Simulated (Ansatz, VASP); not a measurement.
Two plane-wave programs on Pd

INCAR

```
ALGO     = Normal         # electronic algorithm
EDIFF    = 1E-6           # SCF threshold, eV
ENCUT    = 520            # plane-wave cutoff, eV
GGA      = CA             # functional
ISIF     = 2              # what is computed and relaxed
ISMEAR   = -1             # smearing method
LASPH    = True           # aspherical terms in the spheres
LCHARG   = False          # write CHGCAR
LREAL    = False          # projectors in reciprocal space
LWAVE    = False          # write WAVECAR
NBANDS   = 11             # bands
NELM     = 60             # most SCF steps
PREC     = Accurate       # precision mode
SIGMA    = 0.1            # smearing width, eV
```

KPOINTS

```
k-points
0
Gamma
  17 17 17
```

The input POSCAR:

```
Pd
1.0
    0.0000000000      1.8680266297      1.8680266297
    1.8680266297      0.0000000000      1.8680266297
    1.8680266297      1.8680266297      0.0000000000
Pd
1
Direct
    0.0000000000      0.0000000000      0.0000000000
```

Input for Ansatz:

```yaml
crystal:
  lattice:
    - [0.0, 1.8680266297, 1.8680266297]
    - [1.8680266297, 0.0, 1.8680266297]
    - [1.8680266297, 1.8680266297, 0.0]
  atoms:
    - { symbol: Pd, position: [0.0, 0.0, 0.0] }
kpoints:
  mp_grid: { grid: [17, 17, 17] }
scf:
  occupations: { method: fermi_dirac, width: 0.1 }
hamiltonian:
  xc: lda
  pseudopotentials: { kind: paw }
output:
  forces: true
  stress: true
  eigenvalues: true
  populations: true
```

Change from the starting cell: volume scaled by 0.92, PAW files.

Alike in both runs: task single point; functional LDA; k mesh 17 × 17 × 17; occupations fermi-dirac, width 0.1 eV; no spin polarisation.

|  | VASP | Ansatz |
| --- | --- | --- |
| version | VASP 6.6.1 | Ansatz 0.2.0 |
| potentials or method | VASP PAW LDA potentials, release 64 (Pd) | PAW with Ansatz's default frozen-core files, scalar-relativistic |
| plane-wave cutoff (eV) | 520 | 420 |
| valence electrons in the cell | 10 | 18 |

```tsv
	VASP	Ansatz	Ansatz less VASP
pressure (GPa)	23.9	23.5	-0.36
```

LDA's correlation is that of Perdew and Zunger in VASP and of Perdew and Wang (1992) in Ansatz. VASP's potentials hold 10 valence electrons a cell and Ansatz's 18, so a difference there can come from the potentials and not from the codes.
